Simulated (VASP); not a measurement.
A run of VASP 6.6.1 is set up as follows.

INCAR

```
SYSTEM = Rb2BrCl
ALGO     = Normal         ! electronic algorithm
EDIFF    = 1E-6           ! SCF threshold, eV
ENCUT    = 520            ! plane-wave cutoff, eV
GGA      = PE             ! functional
ISIF     = 2              ! what is computed and relaxed
ISMEAR   = 0              ! smearing method
LASPH    = .TRUE.         ! aspherical terms in the spheres
LCHARG   = .FALSE.        ! write CHGCAR
LREAL    = .FALSE.        ! projectors in reciprocal space
LWAVE    = .FALSE.        ! write WAVECAR
NBANDS   = 24             ! bands
NELM     = 60             ! most SCF steps
PREC     = Accurate       ! precision mode
SIGMA    = 0.01           ! smearing width, eV
```

File KPOINTS:

```
k-points
0
G
  6 6 6
  0 0 0
```

Contents of POSCAR:

```
Rb2BrCl
1.0
    2.4701855725      1.4261623052      8.0854831771
   -2.4701855725      1.4261623052      8.0854831771
    0.0000000000     -2.8523246105      8.0854831771
Cl Br Rb
1 1 2
Direct
    1.0000000000      0.0000000000      0.0000000000
    0.5000000000      0.5000000000      0.5000000000
    0.2537624444      0.2537624444      0.2537624444
    0.7462375556      0.7462375556      0.7462375556
```

Potentials or basis: VASP PAW PBE potentials, release 64 (Cl, Br, Rb_sv).

Run with:

```sh
$ cat potpaw_PBE.64/Cl/POTCAR potpaw_PBE.64/Br/POTCAR potpaw_PBE.64/Rb_sv/POTCAR > POTCAR
$ mpirun -np 1 vasp_std > vasp.out
```

Problem. Predict the band gap on the k mesh.

Solution. 4.19 eV.

Problem. What does it give for the largest force?

Solution. 0.011 eV/Å.

Forces in eV/Å, atoms in the order of the input:
```
Cl   0.000  0.000  0.000
Br   0.000  0.000  0.000
Rb   0.000  0.000 -0.011
Rb   0.000  0.000  0.011
```

A k mesh can miss the band edges.
